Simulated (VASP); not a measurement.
## BN: single point with PBE0

Crystal: BN.

```
N B
1.0
     1.27566    0.73650    3.43909
    -1.27566    0.73650    3.43909
     0.00000   -1.47301    3.43909
N B
1 1
Cartesian
  0.0000 0.0000 6.8841
  0.0000 0.0000 0.0034
```

```yaml
Program: VASP 6.6.1
Task: single point
Functional: PBE0
Potentials_or_basis: VASP PAW PBE potentials, release 64 (N, B)
Cutoff: 520 eV
k_mesh: 6 × 6 × 6
Occupations: fermi-dirac, width 0.05 eV
Spin: no spin polarisation
```

| Item | Value |
| --- | --- |
| Pressure | -14.2 GPa |
| Largest force | 0.011 eV/Å |
| Band gap on the k mesh | 6.24 eV (least direct gap 6.71 eV) |

Forces on the atoms (eV/Å):
```
N    0.000  0.000 -0.011
B    0.000  0.000  0.011
```

Stress tensor (GPa, compression positive):
```
-21.79   0.00   0.00
  0.00 -21.79   0.00
  0.00   0.00   1.10
```

Levels at points of the mesh, in eV from the valence-band top:
```
           k point  band 1  band 2  band 3  band 4  band 5  band 6  band 7  band 8
(0.00, 0.00, 0.00)  -19.22   -4.38   -1.59   -1.59    6.94   13.73   13.73   15.45
(0.50, 0.00, 0.00)  -15.96   -9.61   -4.45   -0.62    7.30   11.67   14.93   16.85
(0.50, 0.50, 0.00)  -15.90   -9.49   -4.51   -1.20    6.24   11.65   16.18   19.43
(0.50, 0.50, 0.50)  -18.98   -6.35   -1.61   -1.61   12.14   13.66   13.66   13.77
```

Wall time 28 min on 1 thread of Intel Xeon 8259CL (shared host), peak memory 0.16 GiB.

Caveat: the k points lie up to 0.48 Å⁻¹ apart; the PAW data sets were made with another functional, which shifts forces and pressure a little. A k mesh can miss the band edges.
